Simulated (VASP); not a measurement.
## ZnS: single point with PBE

ZnS:

```
Zn S
1.0
     3.88302    0.00000    0.00000
    -1.94151    3.36279    0.00000
     0.00000    0.00000    5.81171
Zn S
2 2
Direct
  0.33333 0.66667 0.00520
  0.66667 0.33333 0.50520
  0.33333 0.66667 0.37980
  0.66667 0.33333 0.87980
```

```
Program                : VASP 6.6.1
Task                   : single point
Functional             : PBE
Potentials or basis    : VASP PAW PBE potentials, release 64 (Zn, S)
Cutoff                 : 520 eV
k mesh                 : 9 × 9 × 6
Occupations            : gaussian, width 0.05 eV
Spin                   : no spin polarisation
Dipole correction      : no
Further INCAR settings : ALGO = Normal; EDIFF = 1e-06; NBANDS = 26
```

| Property | Result |
| --- | --- |
| Pressure | 6.5 GPa |
| Largest force | 1.027 eV/Å |
| Band gap on the k mesh | 2.33 eV |

Forces in eV/Å, atoms in the order of the input:
```
Zn   0.000  0.000 -1.027
Zn   0.000  0.000 -1.027
S    0.000  0.000  1.027
S    0.000  0.000  1.027
```

Stress tensor (GPa, compression positive):
```
 0.77  0.00  0.00
 0.00  0.77  0.00
 0.00  0.00 17.82
```

Levels at points of the mesh, in eV from the valence-band top:
```csv
k point,band 16,band 17,band 18,band 19,band 20,band 21
"(0.00, 0.00, 0.00)",-0.13,-0.13,0.00,2.33,2.44,5.84
"(0.00, 0.00, 0.50)",-0.79,-0.79,-0.79,3.29,3.29,6.32
```

It took 2 min on 1 thread of Intel Xeon 8259CL (shared host), peak memory 0.24 GiB.

Caveat: the cell stands under pressure; an odd mesh through Γ misses points on the zone boundary, where band edges can lie; forces of over 1 eV/Å act on the atoms, so gaps and moduli don't describe the material at rest. Expect the measured gap to be larger: semilocal functionals such as PBE lack the derivative discontinuity.
